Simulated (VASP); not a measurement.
# MgO (Fm-3m) in VASP: notebook, part 2 of 2

VASP 6.6.1. Earlier steps stand in the parts before.

## (4) Electric field gradients, r2SCAN

Input file POSCAR:

```
MgO
1.0
    0.0000000000      2.1351500000      2.1351500000
    2.1351500000      0.0000000000      2.1351500000
    2.1351500000      2.1351500000      0.0000000000
Mg O
1 1
Direct
    0.0000000000      0.0000000000      0.0000000000
    0.5000000000      0.5000000000      0.5000000000
```

Input file INCAR.step1:

```
SYSTEM = MgO
ALGO = Normal
EDIFF = 1E-4
ENCUT = 520
GGA = PE
ISMEAR = -1
LASPH = .True.
LCHARG = .False.
LREAL = .False.
LWAVE = .True.
NBANDS = 11
NELM = 60
PREC = Accurate
SIGMA = 0.01
```

Input file INCAR.step2:

```
SYSTEM = MgO
ALGO = Normal
EDIFF = 1E-8
ENCUT = 520
ISIF = 2
ISMEAR = -1
ISTART = 1
LASPH = .True.
LCHARG = .False.
LEFG = .True.
LMIXTAU = .True.
LREAL = .False.
LWAVE = .False.
METAGGA = R2SCAN
NBANDS = 11
NELM = 60
PREC = Accurate
SIGMA = 0.01
```

Input file KPOINTS:

```
k-points
0
Gamma
  11 11 11
  0 0 0
```

Potentials or basis: VASP PAW PBE potentials, release 64 (Mg, O).

Command:

```
$ cat potpaw_PBE.64/Mg/POTCAR potpaw_PBE.64/O/POTCAR > POTCAR
$ cp INCAR.step1 INCAR
$ mpirun -np 1 vasp_std > vasp.out
$ cp INCAR.step2 INCAR
$ mpirun -np 1 vasp_std > vasp.out
```

OUTCAR:

```text
SYSTEM = MgO
   EDIFF = 1E-8
   ENCUT = 520
   ISIF = 2
   ISMEAR = -1
   ISTART = 1
   LASPH = .True.
   LREAL = .False.
   METAGGA = R2SCAN
   NELM = 60
   PREC = Accurate

 ion  position               nearest neighbor table
   1  0.000  0.000  0.000-   2 2.14   2 2.14   2 2.14   2 2.14   2 2.14   2 2.14
   2  0.500  0.500  0.500-   1 2.14   1 2.14   1 2.14   1 2.14   1 2.14   1 2.14

  LATTYP: Found a face centered cubic cell.
 ALAT       =     4.2703000000

  Lattice vectors:

 A1 = (   0.0000000000,   2.1351500000,   2.1351500000)
 A2 = (   2.1351500000,   0.0000000000,   2.1351500000)
 A3 = (   2.1351500000,   2.1351500000,   0.0000000000)
[... 547 lines left out ...]
  free  energy   TOTEN  =       -16.1357098705 eV

  energy  without entropy=      -16.1357098705  energy(sigma->0) =      -16.13570987

 Electric field gradients (V/A^2)
---------------------------------------------------------------------
 ion       V_xx      V_yy      V_zz      V_xy      V_xz      V_yz
---------------------------------------------------------------------
   1       0.000     0.000    -0.000     0.000     0.000     0.000
   2       0.000    -0.000    -0.000    -0.002    -0.002    -0.002
---------------------------------------------------------------------

 Electric field gradients after diagonalization (V/A^2)
 (convention: |V_zz| > |V_xx| > |V_yy|)
----------------------------------------------------------------------
 ion       V_xx      V_yy      V_zz     asymmetry (V_yy - V_xx)/ V_zz
----------------------------------------------------------------------
   1      -0.000    -0.000     0.000       0.000
   2       0.002     0.002    -0.005       0.000
----------------------------------------------------------------------

           NMR quadrupolar parameters

 Cq : quadrupolar parameter    Cq=e*Q*V_zz/h
 eta: asymmetry parameters     (V_yy - V_xx)/ V_zz
 Q  : nuclear electric quadrupole moment in mb (millibarn)
----------------------------------------------------------------------
 ion       Cq(MHz)       eta       Q (mb)
----------------------------------------------------------------------
   1       0.000       0.000       1.000
   2      -0.000       0.000       1.000
----------------------------------------------------------------------
```

OUTCAR.step1:

```text
SYSTEM = MgO
   EDIFF = 1E-4
   ENCUT = 520
   GGA = PE
   ISMEAR = -1
   LASPH = .True.
   LREAL = .False.
[... 555 lines left out ...]
      0.00000      0.00000      0.00000        -0.000000      0.000000      0.000000
      2.13515      2.13515      2.13515         0.000000     -0.000000      0.000000
 -----------------------------------------------------------------------------------
    total drift:                               -0.000000     -0.000000      0.000000

  FREE ENERGIE OF THE ION-ELECTRON SYSTEM (eV)
  ---------------------------------------------------
  free  energy   TOTEN  =       -11.9097432356 eV

  energy  without entropy=      -11.9097432356  energy(sigma->0) =      -11.90974324
```

Wall time 93 s (1 thread of AMD EPYC 7R43 (Zen 3), shared host); peak memory 0.11 GiB.

What came out:

| Property | Result |
| --- | --- |
| Free energy | -16.1357 eV |
| Pressure | -8.2 GPa |
| Band gap on the k mesh | 5.20 eV, direct |

Levels at points of the mesh, in eV from the valence-band top:
| k point | band 1 | band 2 | band 3 | band 4 | band 5 | band 6 | band 7 | band 8 | band 9 |
| --- | --- | --- | --- | --- | --- | --- | --- | --- | --- |
| (0.00, 0.00, 0.00) | -18.00 | 0.00 | 0.00 | 0.00 | 5.20 | 16.59 | 16.59 | 16.59 | 20.62 |

Caveat: without QUAD_EFG the Cq values of the log hold for a quadrupole moment of 1 mb, not for the nuclei; the PAW data sets were made with another functional, which shifts forces and pressure a little.

## (5) Electric field gradients, PBE

Input file INCAR:

```
SYSTEM = MgO
PREC     = Accurate       ! precision mode
ENCUT    = 520            ! plane-wave cutoff, eV
EDIFF    = 1E-8           ! SCF threshold, eV
ISMEAR   = -1             ! smearing method
SIGMA    = 0.01           ! smearing width, eV
LREAL    = .False.        ! projectors in reciprocal space
LASPH    = .True.         ! aspherical terms in the spheres
NELM     = 60             ! most SCF steps
ALGO     = Normal         ! electronic algorithm
ISIF     = 2              ! what is computed and relaxed
LWAVE    = .False.        ! write WAVECAR
LCHARG   = .False.        ! write CHGCAR
GGA      = PE             ! functional
LEFG     = .True.       
NBANDS   = 11             ! bands
```

Input file KPOINTS:

```
Automatic mesh
0
Gamma
  3 3 3
  0 0 0
```

POSCAR is that of step 4.

Potentials or basis: VASP PAW PBE potentials, release 64 (Mg, O).

Command:

```
$ cat potpaw_PBE.64/Mg/POTCAR potpaw_PBE.64/O/POTCAR > POTCAR
$ mpirun -np 1 vasp_std > vasp.out
```

OUTCAR:

```text
SYSTEM = MgO
   PREC = Accurate
   ENCUT = 520
   EDIFF = 1E-8
   ISMEAR = -1
   LREAL = .False.
   LASPH = .True.
   NELM = 60
   ISIF = 2
   GGA = PE

 ion  position               nearest neighbor table
   1  0.000  0.000  0.000-   2 2.14   2 2.14   2 2.14   2 2.14   2 2.14   2 2.14
   2  0.500  0.500  0.500-   1 2.14   1 2.14   1 2.14   1 2.14   1 2.14   1 2.14

  LATTYP: Found a face centered cubic cell.
 ALAT       =     4.2703000000

  Lattice vectors:

 A1 = (   0.0000000000,   2.1351500000,   2.1351500000)
[... 246 lines left out ...]
  ---------------------------------------------------
  free  energy   TOTEN  =       -11.8200311202 eV

  energy  without entropy=      -11.8200311202  energy(sigma->0) =      -11.82003112

 Electric field gradients (V/A^2)
---------------------------------------------------------------------
 ion       V_xx      V_yy      V_zz      V_xy      V_xz      V_yz
---------------------------------------------------------------------
   1       0.000     0.000    -0.000     0.000     0.000     0.000
   2      -0.000    -0.000    -0.000    -0.002    -0.002    -0.002
---------------------------------------------------------------------

 Electric field gradients after diagonalization (V/A^2)
 (convention: |V_zz| > |V_xx| > |V_yy|)
----------------------------------------------------------------------
 ion       V_xx      V_yy      V_zz     asymmetry (V_yy - V_xx)/ V_zz
----------------------------------------------------------------------
   1      -0.000    -0.000     0.000       0.000
   2       0.002     0.002    -0.005       0.000
----------------------------------------------------------------------

           NMR quadrupolar parameters

 Cq : quadrupolar parameter    Cq=e*Q*V_zz/h
 eta: asymmetry parameters     (V_yy - V_xx)/ V_zz
 Q  : nuclear electric quadrupole moment in mb (millibarn)
----------------------------------------------------------------------
 ion       Cq(MHz)       eta       Q (mb)
----------------------------------------------------------------------
   1       0.000       0.000       1.000
   2      -0.000       0.000       1.000
----------------------------------------------------------------------
```

stdout:

```text
POSCAR found type information on POSCAR MgO
 POSCAR found :  2 types and       2 ions
 scaLAPACK will be used
 LDA part: xc-table for (Slater+PW92), standard interpolation
 POSCAR, INCAR and KPOINTS ok, starting setup
 FFT: planning ... GRIDC
 FFT: planning ... GRID_SOFT
 FFT: planning ... GRID
 WAVECAR not read
 entering main loop
ion   1

ion   2
```

It took 4.5 s on 1 thread of Intel Xeon Platinum 8488C (Sapphire Rapids), shared host; peak memory 0.13 GiB.

Results:

- Free energy: -11.8200 eV
- Pressure: -2.0 GPa
- Band gap on the k mesh: 4.29 eV, direct

Caveat: the k points lie up to 0.85 Å⁻¹ apart; without QUAD_EFG the Cq values of the log hold for a quadrupole moment of 1 mb, not for the nuclei. PBE gaps usually lie below the measured ones, often by a third to a half.

## (6) Electric field gradients, PBE

Input file INCAR:

```
ALGO = Normal ; EDIFF = 1E-8
ENCUT = 520 ; GGA = PE
ISIF = 2 ; ISMEAR = -1
LASPH = T ; LCHARG = F
LEFG = T ; LREAL = F
LWAVE = F ; NBANDS = 11
NELM = 80 ; PREC = Accurate
SIGMA = 0.01
```

Input file KPOINTS:

```
k-points
0
Gamma
  6 6 6
```

POSCAR is that of step 5.

Potentials or basis: VASP PAW PBE potentials, release 64 (Mg, O).

Command:

```
$ cat potpaw_PBE.64/Mg/POTCAR potpaw_PBE.64/O/POTCAR > POTCAR
$ mpirun -np 1 vasp_std > vasp.out
```

OUTCAR:

```text
EDIFF = 1E-8
   ENCUT = 520
   GGA = PE
   ISIF = 2
   ISMEAR = -1
   LASPH = T
   LREAL = F
   NELM = 80
   PREC = Accurate

 ion  position               nearest neighbor table
   1  0.000  0.000  0.000-   2 2.14   2 2.14   2 2.14   2 2.14   2 2.14   2 2.14
   2  0.500  0.500  0.500-   1 2.14   1 2.14   1 2.14   1 2.14   1 2.14   1 2.14

  LATTYP: Found a face centered cubic cell.
 ALAT       =     4.2703000000

  Lattice vectors:

 A1 = (   0.0000000000,   2.1351500000,   2.1351500000)
 A2 = (   2.1351500000,   0.0000000000,   2.1351500000)
 A3 = (   2.1351500000,   2.1351500000,   0.0000000000)

Analysis of symmetry for initial positions (statically):
=====================================================================
 Subroutine PRICEL returns:
 Original cell was already a primitive cell.

 Routine SETGRP: Setting up the symmetry group for a
 face centered cubic supercell.

 Subroutine GETGRP returns: Found 48 space group operations
[... 400 lines left out ...]
  volume of cell :       19.47
      direct lattice vectors                 reciprocal lattice vectors
     0.000000000  2.135150000  2.135150000    -0.234175585  0.234175585  0.234175585
     2.135150000  0.000000000  2.135150000     0.234175585 -0.234175585  0.234175585
     2.135150000  2.135150000  0.000000000     0.234175585  0.234175585 -0.234175585

 POSITION                                       TOTAL-FORCE (eV/Angst)
 -----------------------------------------------------------------------------------
      0.00000      0.00000      0.00000         0.000000      0.000000      0.000000
      2.13515      2.13515      2.13515        -0.000000     -0.000000     -0.000000
 -----------------------------------------------------------------------------------
    total drift:                               -0.000000     -0.000000      0.000000

  FREE ENERGIE OF THE ION-ELECTRON SYSTEM (eV)
  ---------------------------------------------------
  free  energy   TOTEN  =       -11.9093677405 eV

  energy  without entropy=      -11.9093677405  energy(sigma->0) =      -11.90936774

 Electric field gradients (V/A^2)
---------------------------------------------------------------------
 ion       V_xx      V_yy      V_zz      V_xy      V_xz      V_yz
---------------------------------------------------------------------
   1       0.000    -0.000     0.000     0.000     0.000     0.000
   2      -0.000     0.000     0.000    -0.002    -0.002    -0.002
---------------------------------------------------------------------

 Electric field gradients after diagonalization (V/A^2)
 (convention: |V_zz| > |V_xx| > |V_yy|)
----------------------------------------------------------------------
 ion       V_xx      V_yy      V_zz     asymmetry (V_yy - V_xx)/ V_zz
----------------------------------------------------------------------
   1      -0.000    -0.000     0.000       0.000
   2       0.002     0.002    -0.005       0.000
----------------------------------------------------------------------

           NMR quadrupolar parameters

 Cq : quadrupolar parameter    Cq=e*Q*V_zz/h
 eta: asymmetry parameters     (V_yy - V_xx)/ V_zz
 Q  : nuclear electric quadrupole moment in mb (millibarn)
----------------------------------------------------------------------
 ion       Cq(MHz)       eta       Q (mb)
----------------------------------------------------------------------
   1       0.000       0.000       1.000
   2      -0.000       0.000       1.000
----------------------------------------------------------------------
```

Run time: 5.8 s. Hardware: 1 thread of Intel Xeon Platinum 8488C (Sapphire Rapids), shared host; peak memory 0.13 GiB.

What came out:

- Free energy: -11.9094 eV
- Pressure: -2.4 GPa
- Band gap on the k mesh: 4.34 eV, direct

Levels at points of the mesh, in eV from the valence-band top:
| k point | band 1 | band 2 | band 3 | band 4 | band 5 | band 6 | band 7 | band 8 |
| --- | --- | --- | --- | --- | --- | --- | --- | --- |
| (0.00, 0.00, 0.00) | -17.06 | 0.00 | 0.00 | 0.00 | 4.34 | 15.57 | 15.57 | 15.57 |
| (0.50, 0.00, 0.00) | -15.87 | -4.44 | -0.61 | -0.61 | 7.64 | 12.14 | 15.89 | 15.89 |
| (0.50, 0.50, 0.00) | -15.63 | -3.92 | -1.29 | -1.29 | 9.07 | 9.53 | 12.67 | 18.35 |

Caveat: the k points lie up to 0.42 Å⁻¹ apart; without QUAD_EFG the Cq values of the log hold for a quadrupole moment of 1 mb, not for the nuclei.

## (7) The runs side by side

```csv
level,potentials or basis,k mesh,gap on the mesh (eV),pressure (GPa)
LDA,"VASP PAW LDA potentials, release 64 (Mg, O)",11 × 11 × 11,4.27,-13.2
PBEsol,"VASP PAW PBE potentials, release 64 (Mg, O)",11 × 11 × 11,4.25,-6.3
r2SCAN,"VASP PAW PBE potentials, release 64 (Mg, O)",11 × 11 × 11,5.20,-8.2
PBE,"VASP PAW PBE potentials, release 64 (Mg, O)",3 × 3 × 3,4.29,-2.0
PBE,"VASP PAW PBE potentials, release 64 (Mg, O)",6 × 6 × 6,4.34,-2.4
```

Alike in all rows: task electric field gradients; no spin polarisation; cell as given; cutoff (eV) 520; smearing fermi-dirac 0.01 eV.

Caveats: some runs use coarse meshes; the PAW data sets were made with another functional, which shifts forces and pressure a little (some runs).

Absolute energies hang on the potentials; compare differences alone.
